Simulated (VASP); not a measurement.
Set up this calculation in VASP 6.6.1, as the native input.

| Item | Value |
| --- | --- |
| Task | single point |
| Functional | PBE |
| Potentials or basis | VASP PAW PBE potentials, release 64 (Mg, S) |
| Cutoff | 520 eV |
| k mesh | 6 × 6 × 6 |
| Occupations | gaussian, width 0.1 eV |
| Spin | no spin polarisation |
| Dipole correction | no |
| Further INCAR settings | ALGO = Normal; EDIFF = 1e-06; NBANDS = 16 |

The structure of MgS lies in POSCAR:

```
MgS
1.0
    0.0000000000     -2.6148576661     -2.6148576661
   -2.6148576661      0.0000000000     -2.6148576661
    2.6148576661      2.6148576661     -5.2297153322
Mg S
2 2
Direct
    1.0000000000      1.0000000000      0.0000000000
    0.5000000000      0.5000000000      0.5000000000
    0.2500000000      0.2500000000      0.2500000000
    0.7500000000      0.7500000000      0.7500000000
```

These files were run (other wordings do the same):

INCAR

```
PREC     = Accurate       # precision mode
ENCUT    = 520            # plane-wave cutoff, eV
EDIFF    = 1E-6           # SCF threshold, eV
ISMEAR   = 0              # smearing method
SIGMA    = 0.1            # smearing width, eV
LREAL    = False          # projectors in reciprocal space
LASPH    = True           # aspherical terms in the spheres
NELM     = 60             # most SCF steps
ALGO     = Normal         # electronic algorithm
ISIF     = 2              # what is computed and relaxed
LWAVE    = False          # write WAVECAR
LCHARG   = False          # write CHGCAR
GGA      = PE             # functional
NBANDS   = 16             # bands
```

KPOINTS

```
regular mesh
0
Gamma
  6 6 6
```

Potentials or basis: VASP PAW PBE potentials, release 64 (Mg, S).

The run is started by

```console
$ cat potpaw_PBE.64/Mg/POTCAR potpaw_PBE.64/S/POTCAR > POTCAR
$ mpirun -np 1 vasp_std > vasp.out
```

It gave:

```
Pressure               : -0.3 GPa
Band gap on the k mesh : 2.74 eV
```

It took 54 s on 1 thread of Intel Xeon 8259CL (shared host), peak memory 0.2 GiB.
